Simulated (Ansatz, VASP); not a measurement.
## Cs: VASP beside Ansatz

```xyz
1
Lattice="0.0000 3.8081 3.8081 3.8081 0.0000 3.8081 3.8081 3.8081 0.0000" Properties=species:S:1:pos:R:3 pbc="T T T"
Cs    0.0000    0.0000    0.0000
```

Alike in both runs: functional PBEsol; k mesh 9 × 9 × 9; occupations fermi-dirac, width 0.05 eV; no spin polarisation.

Ansatz relaxed the structure, and its values are those at the end. VASP's run is a single point on that final structure, the one shown.

```csv
,VASP,Ansatz
version,VASP 6.6.1,Ansatz 0.2.0
potentials or method,"VASP PAW PBE potentials, release 64 (Cs_sv)","PAW with Ansatz's default frozen-core files, scalar-relativistic"
plane-wave cutoff (eV),520,420
valence electrons in the cell,9,9
```

```tsv
	VASP	Ansatz	Ansatz less VASP
pressure (GPa)	0.0	0.0	+0.01
```

VASP's potentials were made for PBE, not for PBEsol. With one functional, cell and mesh, what is left measures potentials, basis and numerics.

Neither program's run includes spin-orbit coupling.
